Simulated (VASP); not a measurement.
# PtSe2 (I4_1/amd) in VASP: further runs

Aim: see how the results for PtSe2 move with the level of theory and the settings. Levels: PBEsol, r2SCAN+rVV10. Tasks: single point, relaxation of cell and atoms.

All numbers are computed with VASP 6.6.1; they aren't measurements. Logs are shortened: lines on timing, memory, paths and dates and some standing lists are left out, and cuts for length are marked.

## Step 1: The cell of the first run

The structure is tetragonal, space group I4_1/amd (No. 141). Conventional cell: a = 5.006 Å, b = 5.006 Å, c = 11.621 Å, α = 90.00°, β = 90.00°, γ = 90.00°. Within 3.2 Å of Pt (site symmetry -4m2) lie 6 Se at 2.44 to 2.55 Å. Se (site symmetry 2mm) has 3 Pt at 2.44 to 2.55 Å and 2 Se at 3.19 Å within 3.2 Å.

## Step 2: Single point, PBEsol

INCAR

```
  PREC = Accurate
  ENCUT = 520
  EDIFF = 1E-6
  ISMEAR = -1
  SIGMA = 0.03
  LREAL = False
  LASPH = True
  NELM = 80
  ALGO = Normal
  ISIF = 2
  LWAVE = False
  LCHARG = False
  GGA = PS
  NBANDS = 31
```

KPOINTS

```
Automatic mesh
0
Gamma
  6 6 6
```

POSCAR

```
PtSe2
1.0
   -2.5028409656      2.5028409656      5.8103156080
    2.5028409656     -2.5028409656      5.8103156080
    2.5028409656      2.5028409656     -5.8103156080
Pt Se
2 4
Direct
    0.7500000000      0.2500000000      0.5000000000
    0.0000000000      0.0000000000      0.0000000000
    0.5400279888      0.0400279888      0.5000000000
    0.7900279888      0.7900279888      0.0000000000
    0.2099720112      0.2099720112      0.0000000000
    0.9599720112      0.4599720112      0.5000000000
```

Potentials or basis: VASP PAW PBE potentials, release 64 (Pt, Se).

Launch:

```console
cat potpaw_PBE.64/Pt/POTCAR potpaw_PBE.64/Se/POTCAR > POTCAR
mpirun -np 1 vasp_std > vasp.out
```

OUTCAR:

```text
PREC = Accurate
   ENCUT = 520
   EDIFF = 1E-6
   ISMEAR = -1
   LREAL = False
   LASPH = True
   NELM = 80
   ISIF = 2
   GGA = PS

 ion  position               nearest neighbor table
   1  0.750  0.250  0.500-   3 2.44   6 2.44   5 2.55   4 2.55   4 2.55   5 2.55
   2  0.000  0.000  0.000-   4 2.44   5 2.44   3 2.55   6 2.55   3 2.55   6 2.55
   3  0.540  0.040  0.500-   1 2.44   2 2.55   2 2.55
   4  0.790  0.790  0.000-   2 2.44   1 2.55   1 2.55
   5  0.210  0.210  0.000-   2 2.44   1 2.55   1 2.55
   6  0.960  0.460  0.500-   1 2.44   2 2.55   2 2.55

  LATTYP: Found a body centered tetragonal cell.
 ALAT       =     5.0056819312
 C/A-ratio  =     2.3214881360

  Lattice vectors:

 A1 = (  -2.5028409656,   2.5028409656,   5.8103156080)
 A2 = (   2.5028409656,  -2.5028409656,   5.8103156080)
 A3 = (   2.5028409656,   2.5028409656,  -5.8103156080)

Analysis of symmetry for initial positions (statically):
=====================================================================
 Subroutine PRICEL returns:
 Original cell was already a primitive cell.

 Routine SETGRP: Setting up the symmetry group for a
 body centered tetragonal supercell.

 Subroutine GETGRP returns: Found 16 space group operations
 (whereof  8 operations were pure point group operations)
 out of a pool of 16 trial point group operations.

The static configuration has the point symmetry D_2d.
 The point group associated with its full space group is D_4h.

Analysis of symmetry for dynamics (positions and initial velocities):
=====================================================================
 Subroutine PRICEL returns:
 Original cell was already a primitive cell.

 Routine SETGRP: Setting up the symmetry group for a
 body centered tetragonal supercell.

 Subroutine GETGRP returns: Found 16 space group operations
 (whereof  8 operations were pure point group operations)
 out of a pool of 16 trial point group operations.

The dynamic configuration has the point symmetry D_2d.
 The point group associated with its full space group is D_4h.

 Subroutine INISYM returns: Found 16 space group operations
 (whereof  8 operations are pure point group operations),
 and found     1 'primitive' translations

----------------------------------------------------------------------------------------

                                     Primitive cell

  volume of cell :     145.5882

  direct lattice vectors                    reciprocal lattice vectors
    -2.502840966  2.502840966  5.810315608     0.000000000  0.199772981  0.086053845
     2.502840966 -2.502840966  5.810315608     0.199772981  0.000000000  0.086053845
     2.502840966  2.502840966 -5.810315608     0.199772981  0.199772981  0.000000000

  length of vectors
     6.803542699  6.803542699  6.803542699     0.217518983  0.217518983  0.282521659

  position of ions in fractional coordinates (direct lattice)
     0.750000000  0.250000000  0.500000000
     0.000000000  0.000000000  0.000000000
     0.540027989  0.040027989  0.500000000
     0.790027989  0.790027989  0.000000000
     0.209972011  0.209972011  0.000000000
     0.959972011  0.459972011  0.500000000

  ion indices of the primitive-cell ions
   primitive index   ion index
                 1           1
                 2           2
                 3           3
                 4           4
                 5           5
                 6           6

----------------------------------------------------------------------------------------

 KPOINTS: Automatic mesh

Automatic generation of k-mesh.
 Grid dimensions read from file:
 generate k-points for:    6    6    6

 Generating k-lattice:

  Cartesian coordinates                     Fractional coordinates (reciprocal lattice)
     0.000000000  0.033295497  0.014342308     0.166666667 -0.000000000  0.000000000
     0.033295497  0.000000000  0.014342308    -0.000000000  0.166666667  0.000000000
     0.033295497  0.033295497  0.000000000     0.000000000  0.000000000  0.166666667

  Length of vectors
     0.036253164  0.036253164  0.047086943

  Shift w.r.t. Gamma in fractional coordinates (k-lattice)
     0.000000000  0.000000000  0.000000000

 Subroutine IBZKPT returns following result:
 ===========================================

 Found     30 irreducible k-points:

 Following reciprocal coordinates:
            Coordinates               Weight
  0.000000  0.000000  0.000000      1.000000
  0.166667  0.000000  0.000000      8.000000
  0.333333  0.000000  0.000000      8.000000
  0.500000 -0.000000  0.000000      4.000000
  0.166667  0.166667  0.000000      8.000000
  0.333333  0.166667  0.000000     16.000000
[... 16 lines left out ...]
 -0.333333 -0.333333  0.166667      8.000000
 -0.166667 -0.333333  0.166667      8.000000
 [... further k-points ...]
   k-points           NKPTS =     30   k-points in BZ     NKDIM =     30   number of bands    NBANDS=     31
   number of dos      NEDOS =    301   number of ions     NIONS =      6
   total plane-waves  NPLWV = 157464
   dimension x,y,z NGX =    54 NGY =   54 NGZ =   54
   dimension x,y,z NGXF=   108 NGYF=  108 NGZF=  108
   ions per type =               2   4
   NGX,Y,Z   is equivalent  to a cutoff of  13.20, 13.20, 13.20 a.u.
   NGXF,Y,Z  is equivalent  to a cutoff of  26.39, 26.39, 26.39 a.u.
 SYSTEM =  unknown system
   PREC   = accura    normal or accurate (medium, high low for compatibility)
   ISTART =      0    job   : 0-new  1-cont  2-samecut
   ICHARG =      2    charge: 1-file 2-atom 10-const
   ISPIN  =      1    spin polarized calculation?
   LNONCOLLINEAR =      F non collinear calculations
   LSORBIT =      F    spin-orbit coupling
   LASPH  =      T    aspherical Exc in radial PAW
   ENCUT  =  520.0 eV  38.22 Ry    6.18 a.u.  12.65 12.65 12.65*2*pi/ulx,y,z
   NELM   =     80;   NELMIN=  2; NELMDL= -5     # of ELM steps
   EDIFF  = 0.1E-05   stopping-criterion for ELM
   LREAL  =      F    real-space projection
   EDIFFG = 0.1E-04   stopping-criterion for IOM
   NSW    =      0    number of steps for IOM
   IBRION =     -1    ionic relax: 0-MD 1-quasi-New 2-CG
   NFREE  =      0    steps in history (QN), initial steepest desc. (CG)
   ISIF   =      2    stress and relaxation
   ISYM   =      2    0-nonsym 1-usesym 2-fastsym
   POTIM  = 0.5000    time-step for ionic-motion
   TEBEG  =    0.0;   TEEND  =   0.0 temperature during run
   PSTRESS=    0.0 pullay stress
   NELECT =      44.0000    total number of electrons
   NUPDOWN=      -1.0000    fix difference up-down
   EMIN   =  10.00;   EMAX   =-10.00  energy-range for DOS
   EFERMI =   0.00;   METHOD = LEGACY
   ISMEAR =    -1;   SIGMA  =   0.03  broadening in eV -4-tet -1-fermi 0-gaus
   EFERMI_NEDOS =   21; number of points for ismear=-14 and -15
   IALGO  =     38    algorithm
   IMIX   =      4    mixing-type and parameters
     AMIX     =   0.40;   BMIX     =  1.00
     AMIX_MAG =   1.60;   BMIX_MAG =  1.00
  volume/ion in A,a.u.               =      24.26       163.75
  Fermi-wavevector in a.u.,A,eV,Ry     =   1.098627  2.076104 16.421981  1.206982
  Thomas-Fermi vector in A             =   2.235008
   LORBIT       =      0    0 simple, 1 ext, 2 COOP (PROOUT), +10 PAW based schemes
   GGA     = PS    functional components
   LHFCALC =     F    Hartree Fock is set to
   AEXX    =    0.0000 exact exchange contribution
   IVDW    =     0    specifies the selected vdW correction
   LEPSILON=     F    determine dielectric tensor
   LRPA    =     F    only Hartree local field effects (RPA)
 non-spin polarized calculation
  energy-cutoff  :      520.00
  volume of cell :      145.59
 maximum number of plane-waves:      3949
 NGX is ok and might be reduce to    54
   NGX = 25   NGY = 25   NGZ = 25

 number of electron      44.0000002 magnetization

 Free energy of the ion-electron system (eV)
  ---------------------------------------------------
  ext. energy  EPLUGINS =         0.00000000
  ---------------------------------------------------
  free energy    TOTEN  =       -29.43479638 eV

  energy without entropy =      -29.42095426  energy(sigma->0) =      -29.42787532

 E-fermi :   3.7320     XC(G=0):  -9.7290

 val. band max:        3.7304320383   @ k =   0.3333   0.3333   0.0000
 cond. band min:       3.7379821910   @ k =  -0.1667   0.1667   0.0000
 fundamental gap:      0.0075501528
 Fermi energy:         3.7320237273

 k-point     1 :       0.0000    0.0000    0.0000
  band No.  band energies     occupation
      1     -10.7583      2.00000
      2      -9.3296      2.00000
      3      -9.1012      2.00000
      4      -8.6210      2.00000
      5      -2.0342      2.00000
      6      -1.9499      2.00000
[... 23 lines left out ...]
     30      10.6284      0.00000
     31      11.5155      0.00000

 k-point     2 :       0.1667    0.0000    0.0000
  band No.  band energies     occupation
      1     -10.6433      2.00000
      2      -9.3490      2.00000
      3      -9.0606      2.00000
      4      -8.6712      2.00000
      5      -2.4679      2.00000
      6      -2.0049      2.00000
[... 23 lines left out ...]
     30      10.7023      0.00000
     31      11.6878      0.00000

 k-point     3 :       0.3333    0.0000    0.0000
  band No.  band energies     occupation
      1     -10.3650      2.00000
      2      -9.3515      2.00000
      3      -9.0285      2.00000
      4      -8.8192      2.00000
      5      -2.8056      2.00000
      6      -1.8998      2.00000
[... 23 lines left out ...]
     30      11.0149      0.00000
     31      11.2957      0.00000

 k-point     4 :       0.5000   -0.0000    0.0000
  band No.  band energies     occupation
      1     -10.1844      2.00000
      2      -9.3009      2.00000
      3      -9.1223      2.00000
      4      -8.8845      2.00000
      5      -2.6282      2.00000
      6      -2.3370      2.00000
[... 23 lines left out ...]
     30      10.8758      0.00000
     31      10.9550      0.00000

 k-point     5 :       0.1667    0.1667    0.0000
  band No.  band energies     occupation
      1     -10.4910      2.00000
      2      -9.4080      2.00000
      3      -9.0256      2.00000
      4      -8.7249      2.00000
      5      -2.6651      2.00000
      6      -2.0970      2.00000
[... 23 lines left out ...]
     30      10.7524      0.00000
     31      11.4725      0.00000
[... 542 lines left out ...]
     30      10.7850      0.00000
     31      11.1790      0.00000

 k-point    22 :      -0.1667    0.5000    0.1667
  band No.  band energies     occupation
      1     -10.2148      2.00000
      2      -9.5404      2.00000
      3      -9.0215      2.00000
      4      -8.8504      2.00000
      5      -2.7205      2.00000
      6      -1.8743      2.00000
[... 23 lines left out ...]
     30      10.9147      0.00000
     31      11.0963      0.00000

 k-point    23 :      -0.3333   -0.3333    0.1667
  band No.  band energies     occupation
      1     -10.2878      2.00000
      2      -9.6681      2.00000
      3      -8.9755      2.00000
      4      -8.8063      2.00000
      5      -2.5107      2.00000
      6      -2.1657      2.00000
[... 23 lines left out ...]
     30      10.7667      0.00000
     31      11.1876      0.00000

 k-point    24 :      -0.1667   -0.3333    0.1667
  band No.  band energies     occupation
      1     -10.4981      2.00000
      2      -9.5638      2.00000
      3      -9.0089      2.00000
      4      -8.7356      2.00000
      5      -2.4131      2.00000
      6      -1.9084      2.00000
[... 23 lines left out ...]
     30      10.4462      0.00000
     31      11.6599      0.00000

 [... further k-points ...]

------------------------ aborting loop because EDIFF is reached ----------------------------------------

  FORCE on cell =-STRESS in cart. coord.  units (eV):
  Direction    XX          YY          ZZ          XY          YZ          ZX
  --------------------------------------------------------------------------------------
  -------------------------------------------------------------------------------------
  Total        0.0245468      0.0245468      0.0808099      0.0000000      0.0000000      0.0000000
  in kB        0.2701342      0.2701342      0.8893011      0.0000000      0.0000000      0.0000000
  external PRESSURE =       0.4765231 kB  Pullay stress =       0.0000000 kB

 VOLUME and BASIS-vectors are now :
 -----------------------------------------------------------------------------
  energy-cutoff  :      520.00
  volume of cell :      145.59
      direct lattice vectors                 reciprocal lattice vectors
    -2.502840966  2.502840966  5.810315608     0.000000000  0.199772981  0.086053845
     2.502840966 -2.502840966  5.810315608     0.199772981  0.000000000  0.086053845
     2.502840966  2.502840966 -5.810315608     0.199772981  0.199772981  0.000000000

 POSITION                                       TOTAL-FORCE (eV/Angst)
 -----------------------------------------------------------------------------------
      0.00000      2.50284      2.90516        -0.000000     -0.000000      0.000000
      0.00000      0.00000      0.00000        -0.000000     -0.000000      0.000000
      0.00000      2.50284      0.46515         0.000000     -0.000000     -0.009215
      0.00000      0.00000      9.18062        -0.000000      0.000000     -0.009215
      0.00000      0.00000      2.44001        -0.000000      0.000000      0.009215
      0.00000      2.50284      5.34517         0.000000     -0.000000      0.009215
 -----------------------------------------------------------------------------------
    total drift:                               -0.000000      0.000000      0.000000

  FREE ENERGIE OF THE ION-ELECTRON SYSTEM (eV)
  ---------------------------------------------------
  free  energy   TOTEN  =       -29.4347963753 eV

  energy  without entropy=      -29.4209542564  energy(sigma->0) =      -29.42787532
```

It took 4.9 min on 1 thread of Intel Xeon 8259CL, shared host; peak memory 0.45 GiB.

Results:

| Item | Value |
| --- | --- |
| Free energy | -29.4348 eV |
| Pressure | 0.0 GPa |
| Largest force | 0.009 eV/Å |
| Band gap on the k mesh | zero (bands 22 and 23 overlap by 0.61 eV) |

Forces on the atoms (eV/Å):
```
Pt   0.000  0.000  0.000
Pt   0.000  0.000  0.000
Se   0.000  0.000 -0.009
Se   0.000  0.000 -0.009
Se   0.000  0.000  0.009
Se   0.000  0.000  0.009
```

Caveat: the PAW data sets were made with another functional, which shifts forces and pressure a little; spin-orbit coupling is left out, which moves the levels of the heavy elements.

## Step 3: Single point, r2SCAN+rVV10

This run uses another cell than the first one, of 23.94 Å³/atom.

POSCAR

```
PtSe2
1.0
   -2.5226166242      2.5226166242      5.6419795380
    2.5226166242     -2.5226166242      5.6419795380
    2.5226166242      2.5226166242     -5.6419795380
Pt Se
2 4
Direct
    0.7500000000      0.2500000000      0.5000000000
    0.0000000000      0.0000000000      0.0000000000
    0.5334045634      0.0334045634      0.5000000000
    0.7834045634      0.7834045634      0.0000000000
    0.2165954366      0.2165954366      0.0000000000
    0.9665954366      0.4665954366      0.5000000000
```

INCAR.step1

```
SYSTEM = PtSe2
ALGO     = Normal         ! electronic algorithm
EDIFF    = 1E-4           ! SCF threshold, eV
ENCUT    = 520            ! plane-wave cutoff, eV
GGA      = PE             ! functional
ISMEAR   = -1             ! smearing method
LASPH    = .TRUE.         ! aspherical terms in the spheres
LCHARG   = .FALSE.        ! write CHGCAR
LREAL    = .FALSE.        ! projectors in reciprocal space
LWAVE    = .TRUE.         ! write WAVECAR
NBANDS   = 31             ! bands
NELM     = 80             ! most SCF steps
PREC     = Accurate       ! precision mode
SIGMA    = 0.03           ! smearing width, eV
```

INCAR.step2

```
SYSTEM = PtSe2
ALGO     = Normal         ! electronic algorithm
BPARAM   = 11.95        
CPARAM   = 0.0093       
EDIFF    = 1E-6           ! SCF threshold, eV
ENCUT    = 520            ! plane-wave cutoff, eV
ISIF     = 2              ! what is computed and relaxed
ISMEAR   = -1             ! smearing method
ISTART   = 1            
IVDW_NL  = 2            
LASPH    = .TRUE.         ! aspherical terms in the spheres
LCHARG   = .FALSE.        ! write CHGCAR
LMIXTAU  = .TRUE.       
LREAL    = .FALSE.        ! projectors in reciprocal space
LUSE_VDW = .TRUE.       
LWAVE    = .FALSE.        ! write WAVECAR
METAGGA  = R2SCAN         ! meta-GGA
NBANDS   = 31             ! bands
NELM     = 80             ! most SCF steps
PREC     = Accurate       ! precision mode
SIGMA    = 0.03           ! smearing width, eV
```

KPOINTS

```
k-points
0
G
  6 6 6
  0 0 0
```

Potentials or basis: VASP PAW PBE potentials, release 64 (Pt, Se).

Launch:

```console
cat potpaw_PBE.64/Pt/POTCAR potpaw_PBE.64/Se/POTCAR > POTCAR
cp INCAR.step1 INCAR
mpirun -np 1 vasp_std > vasp.out
cp INCAR.step2 INCAR
mpirun -np 1 vasp_std > vasp.out
```

It took 15 min on 1 thread of Intel Xeon 8259CL, shared host; peak memory 0.87 GiB.

The run converged. Its results:

```yaml
Free_energy: -159.4413 eV
Pressure: 0.4 GPa
Largest_force: 0.014 eV/Å
Band_gap_on_the_k_mesh: zero (bands 22 and 23 overlap by 0.78 eV)
```

Forces on the atoms (eV/Å):
```
Pt   0.000  0.000  0.000
Pt   0.000  0.000  0.000
Se   0.000  0.000 -0.014
Se   0.000  0.000 -0.014
Se   0.000  0.000  0.014
Se   0.000  0.000  0.014
```

Levels at points of the mesh, in eV from the Fermi level:
| k point | band 18 | band 19 | band 20 | band 21 | band 22 | band 23 | band 24 | band 25 | band 26 | band 27 |
| --- | --- | --- | --- | --- | --- | --- | --- | --- | --- | --- |
| (0.00, 0.00, 0.00) | -1.95 | -1.82 | -1.00 | -0.89 | -0.89 | 0.02 | 0.10 | 0.23 | 0.23 | 4.69 |
| (0.50, 0.00, 0.00) | -2.00 | -1.38 | -1.20 | -0.77 | -0.53 | 0.00 | 0.28 | 2.54 | 2.87 | 5.71 |
| (0.50, 0.50, 0.00) | -1.52 | -0.68 | -0.68 | 0.22 | 0.22 | 2.83 | 2.83 | 3.23 | 3.23 | 6.64 |
| (0.50, 0.50, 0.50) | -1.95 | -1.72 | -1.72 | -0.40 | -0.40 | -0.23 | -0.23 | 0.36 | 0.36 | 3.40 |

Caveat: the PAW data sets were made with another functional, which shifts forces and pressure a little; spin-orbit coupling is left out, which moves the levels of the heavy elements.

## Step 4: Single point, r2SCAN+rVV10

This run uses another cell than the first one, of 23.94 Å³/atom.

POSCAR is that of step 3.

INCAR.step1 is that of step 3.

INCAR.step2: that of step 3 with these lines changed.

```diff
@@ -11,3 +11,4 @@
 LASPH    = .TRUE.         ! aspherical terms in the spheres
-LCHARG   = .FALSE.        ! write CHGCAR
+LCHARG   = .TRUE.         ! write CHGCAR
+LELF     = .TRUE.         ! ELF
 LMIXTAU  = .TRUE.       
@@ -15,2 +16,3 @@
 LUSE_VDW = .TRUE.       
+LVHAR    = .TRUE.       
 LWAVE    = .FALSE.        ! write WAVECAR
```

KPOINTS

```
k-points
0
G
  8 8 8
  0 0 0
```

Launch:

```console
cat potpaw_PBE.64/Pt/POTCAR potpaw_PBE.64/Se/POTCAR > POTCAR
cp INCAR.step1 INCAR
mpirun -np 1 vasp_std > vasp.out
cp INCAR.step2 INCAR
mpirun -np 1 vasp_std > vasp.out
```

It took 24 min on 1 thread of Intel Xeon 8259CL, shared host; peak memory 0.95 GiB.

The run converged. Its results:

- Free energy: -159.3937 eV
- Pressure: 0.4 GPa
- Largest force: 0.020 eV/Å
- Band gap on the k mesh: zero (bands 22 and 23 overlap by 0.91 eV)

Forces on the atoms (eV/Å):
```
Pt   0.000  0.000  0.000
Pt   0.000  0.000  0.000
Se   0.000  0.000  0.020
Se   0.000  0.000  0.020
Se   0.000  0.000 -0.020
Se   0.000  0.000 -0.020
```

Stress tensor (GPa, compression positive):
```
0.32 0.00 0.00
0.00 0.32 0.00
0.00 0.00 0.49
```

Levels at points of the mesh, in eV from the Fermi level:
```tsv
k point	band 18	band 19	band 20	band 21	band 22	band 23	band 24	band 25	band 26	band 27
(0.00, 0.00, 0.00)	-1.95	-1.82	-1.00	-0.90	-0.90	0.02	0.10	0.23	0.23	4.69
(0.50, 0.00, 0.00)	-2.00	-1.38	-1.21	-0.78	-0.53	0.00	0.28	2.53	2.86	5.70
(0.50, 0.50, 0.00)	-1.52	-0.68	-0.68	0.22	0.22	2.83	2.83	3.23	3.23	6.64
(0.50, 0.50, 0.50)	-1.96	-1.73	-1.73	-0.40	-0.40	-0.23	-0.23	0.36	0.36	3.40
```

Caveat: the PAW data sets were made with another functional, which shifts forces and pressure a little; spin-orbit coupling is left out, which moves the levels of the heavy elements.

(Part 1 of 2 ends here.)
